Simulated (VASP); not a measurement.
# Tl (Fm-3m) in VASP: settings compared, part 2 of 2

VASP 6.6.1. Earlier steps stand in the parts before.

## (3) Single point, PBE

INCAR

```
PREC = Accurate ; ENCUT = 520
EDIFF = 1E-6 ; ISMEAR = -1
SIGMA = 0.1 ; LREAL = False
LASPH = True ; NELM = 80
ALGO = Normal ; ISIF = 2
LWAVE = False ; LCHARG = True
GGA = PE ; LELF = True
LVHAR = True ; NBANDS = 12
```

KPOINTS

```
Automatic mesh
0
Gamma
  11 11 11
```

POSCAR

```
Tl
1.0
    0.0000000000      2.5002470095      2.5002470095
    2.5002470095      0.0000000000      2.5002470095
    2.5002470095      2.5002470095      0.0000000000
Tl
1
Direct
    0.0000000000      0.0000000000      0.0000000000
```

Potentials or basis: VASP PAW PBE potentials, release 64 (Tl_d).

The run is started by

```sh
$ cat potpaw_PBE.64/Tl_d/POTCAR > POTCAR
$ mpirun -np 1 vasp_std > vasp.out
```

OUTCAR:

```text
PREC = Accurate
   ENCUT = 520
   EDIFF = 1E-6
   ISMEAR = -1
   LREAL = False
   LASPH = True
   NELM = 80
   ISIF = 2
   GGA = PE

 ion  position               nearest neighbor table
   1  0.000  0.000  0.000-

  LATTYP: Found a face centered cubic cell.
 ALAT       =     5.0004940190

  Lattice vectors:

 A1 = (   0.0000000000,   2.5002470095,   2.5002470095)
 A2 = (   2.5002470095,   0.0000000000,   2.5002470095)
[... 536 lines left out ...]
     10      16.6993      0.00000
     11      18.2023      0.00000
     12      19.5001      0.00000

 [... further k-points ...]

------------------------ aborting loop because EDIFF is reached ----------------------------------------

  FORCE on cell =-STRESS in cart. coord.  units (eV):
  Direction    XX          YY          ZZ          XY          YZ          ZX
  --------------------------------------------------------------------------------------
  -------------------------------------------------------------------------------------
  Total       -0.0132337     -0.0132337     -0.0132337     -0.0000000     -0.0000000      0.0000000
  in kB       -0.6782858     -0.6782858     -0.6782858     -0.0000000     -0.0000000      0.0000000
  external PRESSURE =      -0.6782858 kB  Pullay stress =       0.0000000 kB

 VOLUME and BASIS-vectors are now :
 -----------------------------------------------------------------------------
  energy-cutoff  :      520.00
  volume of cell :       31.26
      direct lattice vectors                 reciprocal lattice vectors
     0.000000000  2.500247009  2.500247009    -0.199980241  0.199980241  0.199980241
     2.500247009  0.000000000  2.500247009     0.199980241 -0.199980241  0.199980241
     2.500247009  2.500247009  0.000000000     0.199980241  0.199980241 -0.199980241

 POSITION                                       TOTAL-FORCE (eV/Angst)
 -----------------------------------------------------------------------------------
      0.00000      0.00000      0.00000         0.000000     -0.000000      0.000000
 -----------------------------------------------------------------------------------
    total drift:                               -0.000000     -0.000000     -0.000000

  FREE ENERGIE OF THE ION-ELECTRON SYSTEM (eV)
  ---------------------------------------------------
  free  energy   TOTEN  =        -2.2145481443 eV

  energy  without entropy=       -2.1912906329  energy(sigma->0) =       -2.20291939
```

OSZICAR:

```text
N       E                     dE             d eps       ncg     rms          rms(c)
DAV:   1     0.509239663873E+02    0.50924E+02   -0.67124E+03  1384   0.931E+02
DAV:   2    -0.165813172468E+01   -0.52582E+02   -0.51632E+02  1460   0.212E+02
DAV:   3    -0.223288786012E+01   -0.57476E+00   -0.57430E+00  1628   0.206E+01
DAV:   4    -0.223562061409E+01   -0.27328E-02   -0.27326E-02  1592   0.162E+00
DAV:   5    -0.223565447067E+01   -0.33857E-04   -0.33857E-04  1668   0.177E-01    0.165E+00
DAV:   6    -0.221752360715E+01    0.18131E-01   -0.30075E-02  1592   0.159E+00    0.120E+00
DAV:   7    -0.221463726105E+01    0.28863E-02   -0.98995E-03  1596   0.906E-01    0.531E-01
DAV:   8    -0.221454137149E+01    0.95890E-04   -0.39089E-04  1592   0.187E-01    0.305E-02
DAV:   9    -0.221454552281E+01   -0.41513E-05   -0.49837E-06  1596   0.208E-02    0.108E-02
DAV:  10    -0.221454816030E+01   -0.26375E-05   -0.21432E-06  1552   0.136E-02    0.818E-04
DAV:  11    -0.221454814427E+01    0.16034E-07   -0.43400E-08   864   0.144E-03
   1 F= -.22145481E+01 E0= -.22029194E+01  d E =-.232575E-01
```

stdout:

```text
POSCAR found type information on POSCAR Tl
 POSCAR found :  1 types and       1 ions
 scaLAPACK will be used
 LDA part: xc-table for (Slater+PW92), standard interpolation
 POSCAR, INCAR and KPOINTS ok, starting setup
 FFT: planning ... GRIDC
 FFT: planning ... GRID_SOFT
 FFT: planning ... GRID
 WAVECAR not read
 entering main loop
```

Run time: 24 s. Hardware: 1 thread of Intel Xeon Platinum 8259CL at 2.50GHz (Skylake/Cascade Lake), shared host; peak memory 0.16 GiB.

Results:

* Free energy: -2.2145 eV
* Pressure: -0.1 GPa

Caveat: spin-orbit coupling is left out, which moves the levels of the heavy elements.

## (4) Single point, PBE (volume scaled by 0.88)

INCAR

```
PREC     = Accurate       # precision mode
ENCUT    = 520            # plane-wave cutoff, eV
EDIFF    = 1E-6           # SCF threshold, eV
ISMEAR   = -1             # smearing method
SIGMA    = 0.1            # smearing width, eV
LREAL    = False          # projectors in reciprocal space
LASPH    = True           # aspherical terms in the spheres
NELM     = 100            # most SCF steps
ALGO     = Normal         # electronic algorithm
ISIF     = 2              # what is computed and relaxed
LWAVE    = False          # write WAVECAR
LCHARG   = False          # write CHGCAR
GGA      = PE             # functional
NBANDS   = 12             # bands
```

KPOINTS

```
regular mesh
0
Gamma
  12 12 12
```

POSCAR

```
Tl
1.0
    0.0000000000      2.3959466338      2.3959466338
    2.3959466338      0.0000000000      2.3959466338
    2.3959466338      2.3959466338      0.0000000000
Tl
1
Direct
    0.0000000000      0.0000000000      0.0000000000
```

Potentials or basis: VASP PAW PBE potentials, release 64 (Tl_d).

The run is started by

```sh
$ cat potpaw_PBE.64/Tl_d/POTCAR > POTCAR
$ mpirun -np 1 vasp_std > vasp.out
```

OUTCAR:

```text
PREC = Accurate
   ENCUT = 520
   EDIFF = 1E-6
   ISMEAR = -1
   LREAL = False
   LASPH = True
   NELM = 100
   ISIF = 2
   GGA = PE

 ion  position               nearest neighbor table
   1  0.000  0.000  0.000-

  LATTYP: Found a face centered cubic cell.
 ALAT       =     4.7918932676

  Lattice vectors:

 A1 = (   0.0000000000,   2.3959466338,   2.3959466338)
 A2 = (   2.3959466338,   0.0000000000,   2.3959466338)
[... 537 lines left out ...]
     10      16.7161      0.00000
     11      21.8036      0.00000
     12      22.4177      0.00000

 [... further k-points ...]

------------------------ aborting loop because EDIFF is reached ----------------------------------------

  FORCE on cell =-STRESS in cart. coord.  units (eV):
  Direction    XX          YY          ZZ          XY          YZ          ZX
  --------------------------------------------------------------------------------------
  -------------------------------------------------------------------------------------
  Total        0.8044892      0.8044892      0.8044892     -0.0000000      0.0000000     -0.0000000
  in kB       46.8564483     46.8564483     46.8564483     -0.0000000      0.0000000     -0.0000000
  external PRESSURE =      46.8564483 kB  Pullay stress =       0.0000000 kB

 VOLUME and BASIS-vectors are now :
 -----------------------------------------------------------------------------
  energy-cutoff  :      520.00
  volume of cell :       27.51
      direct lattice vectors                 reciprocal lattice vectors
     0.000000000  2.395946634  2.395946634    -0.208685783  0.208685783  0.208685783
     2.395946634  0.000000000  2.395946634     0.208685783 -0.208685783  0.208685783
     2.395946634  2.395946634  0.000000000     0.208685783  0.208685783 -0.208685783

 POSITION                                       TOTAL-FORCE (eV/Angst)
 -----------------------------------------------------------------------------------
      0.00000      0.00000      0.00000        -0.000000      0.000000     -0.000000
 -----------------------------------------------------------------------------------
    total drift:                               -0.000000     -0.000000     -0.000000

  FREE ENERGIE OF THE ION-ELECTRON SYSTEM (eV)
  ---------------------------------------------------
  free  energy   TOTEN  =        -2.1674549051 eV

  energy  without entropy=       -2.1490151745  energy(sigma->0) =       -2.15823504
```

stdout:

```text
POSCAR found type information on POSCAR Tl
 POSCAR found :  1 types and       1 ions
 scaLAPACK will be used
 LDA part: xc-table for (Slater+PW92), standard interpolation
 POSCAR, INCAR and KPOINTS ok, starting setup
 FFT: planning ... GRIDC
 FFT: planning ... GRID_SOFT
 FFT: planning ... GRID
 WAVECAR not read
 entering main loop
```

Run time: 24 s. Hardware: 1 thread of Intel Xeon Platinum 8259CL at 2.50GHz (Skylake/Cascade Lake), shared host; peak memory 0.17 GiB.

What came out:

```
Free energy : -2.1675 eV
Pressure    : 4.7 GPa
```

Caveat: spin-orbit coupling is left out, which moves the levels of the heavy elements.

## (5) Summary

```tsv
level	cell	k mesh	grid for exact exchange (PRECFOCK)	screening parameter	gap on the mesh (eV)	pressure (GPa)
HSE06	a = 3.536 Å, angles 60.0°, 1 atom	6 × 6 × 6	Normal	0.2079 1/Å	none	-0.9
PBE	a = 3.536 Å, angles 60.0°, 1 atom	11 × 11 × 11	-	-	none	-0.1
PBE	a = 3.388 Å, angles 60.0°, 1 atom	12 × 12 × 12	-	-	none	4.7
```

Alike in all rows: task single point; potentials or basis VASP PAW PBE potentials, release 64 (Tl_d); no spin polarisation; cutoff (eV) 520; smearing fermi-dirac 0.1 eV.

Caveats: some runs use coarse meshes; spin-orbit coupling is left out, which moves the levels of the heavy elements; the PAW data sets were made with another functional, which shifts forces and pressure a little (some runs).

Absolute energies hang on the potentials; compare differences alone.
